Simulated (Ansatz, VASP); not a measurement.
**ZrO2 in VASP and in Ansatz**

The input INCAR:

```
PREC = Accurate
ENCUT = 600
EDIFF = 1E-6
ISMEAR = 0
SIGMA = 0.02
LREAL = False
LASPH = True
NELM = 120
ALGO = Normal
ISIF = 2
LWAVE = False
LCHARG = False
GGA = PS
NBANDS = 19
GGA_COMPAT = False
```

KPOINTS

```
Automatic mesh
0
Gamma
  8 8 8
```

POSCAR

```
ZrO2
1.0
    0.0000000000      2.5321771622      2.5321771622
    2.5321771622      0.0000000000      2.5321771622
    2.5321771622      2.5321771622      0.0000000000
Zr O
1 2
Direct
    0.0000000000      0.0000000000      0.0000000000
    0.2500000000      0.2500000000      0.2500000000
    0.7500000000      0.7500000000      0.7500000000
```

Input for Ansatz:

```yaml
crystal:
  lattice:
    - [0.0, 2.5321771622, 2.5321771622]
    - [2.5321771622, 0.0, 2.5321771622]
    - [2.5321771622, 2.5321771622, 0.0]
  atoms:
    - { symbol: Zr, position: [0.0, 0.0, 0.0] }
    - { symbol: O, position: [0.25, 0.25, 0.25] }
    - { symbol: O, position: [0.75, 0.75, 0.75] }
basis:
  ecutwfc: 420
kpoints:
  mp_grid: { grid: [8, 8, 8] }
  band_path:
    path:
      - [[0.0, 0.0, 0.0], [0.5, 0.0, 0.5], [0.625, 0.25, 0.625]]
      - [[0.375, 0.375, 0.75], [0.0, 0.0, 0.0], [0.5, 0.5, 0.5], [0.5, 0.25, 0.75], [0.5, 0.0, 0.5]]
    npoints: 10
hamiltonian:
  xc: pbesol
  pseudopotentials: { kind: paw, azcp: { folder: soft_1 } }
scf:
  occupations: { method: gaussian, width: 0.02 }
  n_extra_bands: 7
output:
  forces: true
  stress: true
  eigenvalues: true
```

Alike in both runs: task single point; functional PBEsol; k mesh 8 × 8 × 8; occupations gaussian, width 0.02 eV; no spin polarisation.

|  | VASP | Ansatz |
| --- | --- | --- |
| version | VASP 6.6.1 | Ansatz 0.2.0 |
| potentials or method | VASP PAW PBE potentials, release 64 (Zr_sv, O), cutoff 600 eV | scalar-relativistic, plane waves, PAW |
| valence electrons in the cell | 24 | 24 |

|  | VASP | Ansatz | Ansatz less VASP |
| --- | --- | --- | --- |
| gap on the k mesh at the Fermi level (eV) | 3.32 | 3.33 | +0.008 |
| least direct gap on the mesh (eV) | 3.76 | 3.76 | +0.004 |
| pressure (GPa) | 0.2 | 0.0 | -0.22 |

VASP's potentials were made for PBE, not for PBEsol, and Ansatz warns of the same on its side.
